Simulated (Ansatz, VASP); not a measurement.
One calculation of GaSb, two programs

```
CELL_PARAMETERS angstrom
-2.75343 2.75343 1.59071
2.75343 -2.75343 1.59071
2.75343 2.75343 -1.59071
ATOMIC_POSITIONS crystal
Ga 0.25000 0.75000 0.50000
Sb 0.00000 0.00000 0.00000
```

Alike in both runs: task single point; functional LDA; k mesh 6 × 6 × 6; occupations gaussian, width 0.1 eV; no spin polarisation.

```csv
,VASP,Ansatz
version,VASP 6.6.1,Ansatz 0.2.0
potentials or method,"VASP PAW LDA potentials, release 64 (Ga_d, Sb), cutoff 500 eV","scalar-relativistic, plane waves, PAW"
valence electrons in the cell,18,28
```

VASP gave:

- gap on the k mesh at the Fermi level (eV): none
- pressure (GPa): -4.0
- traceless stress, the component that is largest in VASP (GPa): -1.71

Which values does Ansatz return?

gap on the k mesh at the Fermi level (eV): none; pressure (GPa): -4.1; traceless stress, the component that is largest in VASP (GPa): -1.68.

Ansatz warns that its potentials were made for another functional, while VASP's fit it. LDA's correlation is that of Perdew and Zunger in VASP and of Perdew and Wang (1992) in Ansatz. A gap of «none» marks a metal or a gap that the smearing closes. VASP's potentials hold 18 valence electrons a cell and Ansatz's 28, so a difference there can come from the potentials and not from the codes.

The k mesh is coarse, so the values compare programs but aren't converged. Neither program's run includes spin-orbit coupling.
